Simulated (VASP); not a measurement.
# Pt (Fm-3m) in VASP: notebook

The runs below take Pt through single point, with PBEsol.

Everything below comes from runs of VASP 6.6.1. Logs are shortened: lines on timing, memory, paths and dates and some standing lists are left out, and cuts for length are marked.

### Step 1. The cell of the first run

Symmetry: Fm-3m, No. 225, cubic system. Conventional cell: a = 3.918 Å, b = 3.918 Å, c = 3.918 Å, α = 90.00°, β = 90.00°, γ = 90.00°. Within 3.7 Å of Pt (site symmetry m-3m) lie 12 Pt at 2.77 Å.

### Step 2. Single point, PBEsol

The input, INCAR:

```
ALGO = Normal ; EDIFF = 1E-7
ENCUT = 520 ; GGA = PS
ISIF = 2 ; ISMEAR = 0
LASPH = True ; LCHARG = True
LELF = True ; LREAL = False
LVHAR = True ; LWAVE = False
NBANDS = 11 ; NELM = 100
PREC = Accurate ; SIGMA = 0.1
```

The input, KPOINTS:

```
k-points
0
Gamma
  18 18 18
```

The input, POSCAR:

```
Pt
1.0
    0.0000000000      1.9590400272      1.9590400272
    1.9590400272      0.0000000000      1.9590400272
    1.9590400272      1.9590400272      0.0000000000
Pt
1
Direct
    0.0000000000      0.0000000000      0.0000000000
```

Potentials or basis: VASP PAW PBE potentials, release 64 (Pt).

Command:

```console
> cat potpaw_PBE.64/Pt/POTCAR > POTCAR
> mpirun -np 1 vasp_std > vasp.out
```

OUTCAR:

```text
EDIFF = 1E-7
   ENCUT = 520
   GGA = PS
   ISIF = 2
   ISMEAR = 0
   LASPH = True
   LREAL = False
   NELM = 100
   PREC = Accurate

 ion  position               nearest neighbor table
   1  0.000  0.000  0.000-

  LATTYP: Found a face centered cubic cell.
 ALAT       =     3.9180800544

  Lattice vectors:

 A1 = (   0.0000000000,   1.9590400272,   1.9590400272)
 A2 = (   1.9590400272,   0.0000000000,   1.9590400272)
 A3 = (   1.9590400272,   1.9590400272,   0.0000000000)

Analysis of symmetry for initial positions (statically):
=====================================================================
 Subroutine PRICEL returns:
 Original cell was already a primitive cell.

 Routine SETGRP: Setting up the symmetry group for a
 face centered cubic supercell.

 Subroutine GETGRP returns: Found 48 space group operations
 (whereof 48 operations were pure point group operations)
 out of a pool of 48 trial point group operations.

The static configuration has the point symmetry O_h .

Analysis of symmetry for dynamics (positions and initial velocities):
=====================================================================
 Subroutine PRICEL returns:
 Original cell was already a primitive cell.

 Routine SETGRP: Setting up the symmetry group for a
 face centered cubic supercell.

 Subroutine GETGRP returns: Found 48 space group operations
 (whereof 48 operations were pure point group operations)
 out of a pool of 48 trial point group operations.

The dynamic configuration has the point symmetry O_h .

 Subroutine INISYM returns: Found 48 space group operations
 (whereof 48 operations are pure point group operations),
 and found     1 'primitive' translations

----------------------------------------------------------------------------------------

                                     Primitive cell

  volume of cell :      15.0370

  direct lattice vectors                    reciprocal lattice vectors
     0.000000000  1.959040027  1.959040027    -0.255227046  0.255227046  0.255227046
     1.959040027  0.000000000  1.959040027     0.255227046 -0.255227046  0.255227046
     1.959040027  1.959040027  0.000000000     0.255227046  0.255227046 -0.255227046

  length of vectors
     2.770500976  2.770500976  2.770500976     0.442066212  0.442066212  0.442066212

  position of ions in fractional coordinates (direct lattice)
     0.000000000  0.000000000  0.000000000

  ion indices of the primitive-cell ions
   primitive index   ion index
                 1           1

[... 78 lines left out ...]
   ISYM   =      2    0-nonsym 1-usesym 2-fastsym
   POTIM  = 0.5000    time-step for ionic-motion
   TEBEG  =    0.0;   TEEND  =   0.0 temperature during run
   PSTRESS=    0.0 pullay stress
   NELECT =      10.0000    total number of electrons
   NUPDOWN=      -1.0000    fix difference up-down
   EMIN   =  10.00;   EMAX   =-10.00  energy-range for DOS
   EFERMI =   0.00;   METHOD = LEGACY
   ISMEAR =     0;   SIGMA  =   0.10  broadening in eV -4-tet -1-fermi 0-gaus
   EFERMI_NEDOS =   21; number of points for ismear=-14 and -15
   IALGO  =     38    algorithm
   IMIX   =      4    mixing-type and parameters
     AMIX     =   0.40;   BMIX     =  1.00
     AMIX_MAG =   1.60;   BMIX_MAG =  1.00
  volume/ion in A,a.u.               =      15.04       101.47
  Fermi-wavevector in a.u.,A,eV,Ry     =   1.428965  2.700352 27.782285  2.041940
  Thomas-Fermi vector in A             =   2.548970
   LORBIT       =      0    0 simple, 1 ext, 2 COOP (PROOUT), +10 PAW based schemes
   GGA     = PS    functional components
   LHFCALC =     F    Hartree Fock is set to
   AEXX    =    0.0000 exact exchange contribution
   IVDW    =     0    specifies the selected vdW correction
   LEPSILON=     F    determine dielectric tensor
   LRPA    =     F    only Hartree local field effects (RPA)
 non-spin polarized calculation
 Gauss-broadening in eV      SIGMA  =   0.10
  energy-cutoff  :      520.00
  volume of cell :       15.04
 maximum number of plane-waves:       419
 NGX is ok and might be reduce to    24
   NGX = 11   NGY = 11   NGZ = 11

 number of electron      10.0000000 magnetization

 Free energy of the ion-electron system (eV)
  ---------------------------------------------------
  ext. energy  EPLUGINS =         0.00000000
  ---------------------------------------------------
  free energy    TOTEN  =        -6.96549301 eV

  energy without entropy =       -6.95485057  energy(sigma->0) =       -6.96017179

 E-fermi :  11.1544     XC(G=0): -13.6458

 val. band max:       11.1538620214   @ k =  -0.3333   0.3889   0.1111
 cond. band min:      11.1656368885   @ k =   0.3889   0.2222   0.0000
 fundamental gap:      0.0117748671
 Fermi energy:        11.1543747839

 k-point     1 :       0.0000    0.0000    0.0000
  band No.  band energies     occupation
      1       0.8236      2.00000
      2       7.3278      2.00000
      3       7.3278      2.00000
      4       7.3278      2.00000
      5       9.5165      2.00000
      6       9.5165      2.00000
      7      25.7693      0.00000
      8      30.7428      0.00000
      9      30.7428      0.00000
     10      30.7428      0.00000
     11      36.0524      0.00000
[... 309 lines left out ...]
 k-point    24 :      -0.2222    0.0556    0.0000
  band No.  band energies     occupation
      1       2.8790      2.00000
      2       6.8239      2.00000
      3       7.7245      2.00000
      4       7.7936      2.00000
      5       9.3150      2.00000
      6      10.0020      2.00000
      7      24.8107      0.00000
      8      27.6891      0.00000
      9      32.2108      0.00000
     10      33.6214      0.00000
     11      34.8794      0.00000

 [... further k-points ...]

------------------------ aborting loop because EDIFF is reached ----------------------------------------

  FORCE on cell =-STRESS in cart. coord.  units (eV):
  Direction    XX          YY          ZZ          XY          YZ          ZX
  --------------------------------------------------------------------------------------
  -------------------------------------------------------------------------------------
  Total       -0.0406544     -0.0406544     -0.0406544      0.0000000      0.0000000     -0.0000000
  in kB       -4.3317000     -4.3317000     -4.3317000      0.0000000      0.0000000     -0.0000000
  external PRESSURE =      -4.3317000 kB  Pullay stress =       0.0000000 kB

 VOLUME and BASIS-vectors are now :
 -----------------------------------------------------------------------------
  energy-cutoff  :      520.00
  volume of cell :       15.04
      direct lattice vectors                 reciprocal lattice vectors
     0.000000000  1.959040027  1.959040027    -0.255227046  0.255227046  0.255227046
     1.959040027  0.000000000  1.959040027     0.255227046 -0.255227046  0.255227046
     1.959040027  1.959040027  0.000000000     0.255227046  0.255227046 -0.255227046

 POSITION                                       TOTAL-FORCE (eV/Angst)
 -----------------------------------------------------------------------------------
      0.00000      0.00000      0.00000        -0.000000     -0.000000     -0.000000
 -----------------------------------------------------------------------------------
    total drift:                               -0.000000     -0.000000     -0.000000

  FREE ENERGIE OF THE ION-ELECTRON SYSTEM (eV)
  ---------------------------------------------------
  free  energy   TOTEN  =        -6.9654930124 eV

  energy  without entropy=       -6.9548505744  energy(sigma->0) =       -6.96017179
```

stdout:

```text
POSCAR found type information on POSCAR Pt
 POSCAR found :  1 types and       1 ions
 scaLAPACK will be used
 -----------------------------------------------------------------------------
|                                                                             |
|                                                                             |
|     You enforced a specific xc type in the INCAR file but a different       |
|     I HOPE YOU KNOW WHAT YOU ARE DOING!                                     |
|                                                                             |
 -----------------------------------------------------------------------------

 LDA part: xc-table for (Slater+PW92), standard interpolation
 POSCAR, INCAR and KPOINTS ok, starting setup
 FFT: planning ... GRIDC
 FFT: planning ... GRID_SOFT
 FFT: planning ... GRID
 WAVECAR not read
 entering main loop
```

Wall time 19 s (1 thread of AMD EPYC 9R45 (Zen 5), shared host); peak memory 0.14 GiB.

Results:

* Free energy: -6.9655 eV
* Pressure: -0.4 GPa
* Band gap on the k mesh: zero (band 5 reaches 11.65 eV, above the bottom of band 6 at 9.41 eV)

Caveat: the PAW data sets were made with another functional, which shifts forces and pressure a little; spin-orbit coupling is left out, which moves the levels of the heavy elements.

### Step 3. Single point, PBEsol (volume scaled by 1.03)

The input, INCAR:

```
PREC = Accurate ; ENCUT = 520
EDIFF = 1E-7 ; ISMEAR = 0
SIGMA = 0.1 ; LREAL = F
LASPH = T ; NELM = 100
ALGO = Normal ; ISIF = 2
LWAVE = F ; LCHARG = F
GGA = PS ; NBANDS = 11
```

The input, KPOINTS:

```
regular mesh
0
Gamma
  18 18 18
```

The input, POSCAR:

```
Pt
1.0
    0.0000000000      1.9784377247      1.9784377247
    1.9784377247      0.0000000000      1.9784377247
    1.9784377247      1.9784377247      0.0000000000
Pt
1
Direct
    0.0000000000      0.0000000000      0.0000000000
```

Potentials or basis: VASP PAW PBE potentials, release 64 (Pt).

Command:

```console
> cat potpaw_PBE.64/Pt/POTCAR > POTCAR
> mpirun -np 1 vasp_std > vasp.out
```

It took 18 s on 1 thread of AMD EPYC 9R45 (Zen 5), shared host; peak memory 0.14 GiB.

The run converged. Its results:

| Item | Value |
| --- | --- |
| Free energy | -6.9533 eV |
| Pressure | -8.3 GPa |
| Band gap on the k mesh | zero (band 5 reaches 11.06 eV, above the bottom of band 6 at 8.93 eV) |

Levels at points of the mesh, in eV from the Fermi level:
| k point | band 2 | band 3 | band 4 | band 5 | band 6 | band 7 | band 8 | band 9 |
| --- | --- | --- | --- | --- | --- | --- | --- | --- |
| (0.00, 0.00, 0.00) | -3.65 | -3.65 | -3.65 | -1.56 | -1.56 | 14.69 | 19.50 | 19.50 |
| (0.50, 0.00, 0.00) | -3.70 | -3.70 | -0.44 | 0.04 | 0.04 | 5.60 | 14.24 | 18.75 |
| (0.50, 0.50, 0.00) | -6.37 | 0.01 | 0.46 | 0.46 | 1.76 | 8.54 | 11.25 | 11.25 |

Caveat: the PAW data sets were made with another functional, which shifts forces and pressure a little; spin-orbit coupling is left out, which moves the levels of the heavy elements.

### Step 4. Single point, PBEsol (volume scaled by 1.06)

The input, INCAR:

```
SYSTEM = Pt
ALGO = Fast
EDIFF = 1E-6
ENCUT = 520
GGA = PS
ISIF = 2
ISMEAR = 0
LASPH = .True.
LCHARG = .True.
LELF = .True.
LREAL = .False.
LVHAR = .True.
LWAVE = .False.
NBANDS = 11
NELM = 80
PREC = Accurate
SIGMA = 0.1
```

The input, KPOINTS:

```
k-points
0
Gamma
  18 18 18
  0 0 0
```

The input, POSCAR:

```
Pt
1.0
    0.0000000000      1.9974623314      1.9974623314
    1.9974623314      0.0000000000      1.9974623314
    1.9974623314      1.9974623314      0.0000000000
Pt
1
Direct
    0.0000000000      0.0000000000      0.0000000000
```

Command:

```console
> cat potpaw_PBE.64/Pt/POTCAR > POTCAR
> mpirun -np 1 vasp_std > vasp.out
```

Wall time 21 s (1 thread of AMD EPYC 9R45 (Zen 5), shared host); peak memory 0.13 GiB.

Results (log left out):

* Free energy: -6.9210 eV
* Pressure: -14.7 GPa
* Band gap on the k mesh: zero (band 5 reaches 10.50 eV, above the bottom of band 6 at 8.48 eV)

Levels at points of the mesh, in eV from the Fermi level:
```tsv
k point	band 3	band 4	band 5	band 6	band 7	band 8
(0.00, 0.00, 0.00)	-3.48	-3.48	-1.49	-1.49	14.76	19.41
(0.50, 0.00, 0.00)	-3.52	-0.32	0.03	0.03	5.39	14.30
(0.50, 0.50, 0.00)	0.01	0.44	0.44	1.82	8.24	11.16
```

Caveat: the PAW data sets were made with another functional, which shifts forces and pressure a little; spin-orbit coupling is left out, which moves the levels of the heavy elements.

### Step 5. Overview

| cell | gap on the mesh (eV) | pressure (GPa) |
| --- | --- | --- |
| a = 2.771 Å, angles 60.0°, 1 atom | none | -0.4 |
| a = 2.798 Å, angles 60.0°, 1 atom | none | -8.3 |
| a = 2.825 Å, angles 60.0°, 1 atom | none | -14.7 |

Alike in all rows: task single point; level PBEsol; potentials or basis VASP PAW PBE potentials, release 64 (Pt); no spin polarisation; k mesh 18 × 18 × 18; cutoff (eV) 520; smearing gaussian 0.1 eV.

Caveats: the PAW data sets were made with another functional, which shifts forces and pressure a little; spin-orbit coupling is left out, which moves the levels of the heavy elements.

Total energies depend on the potentials used, so only differences within one code and one set of settings carry meaning.
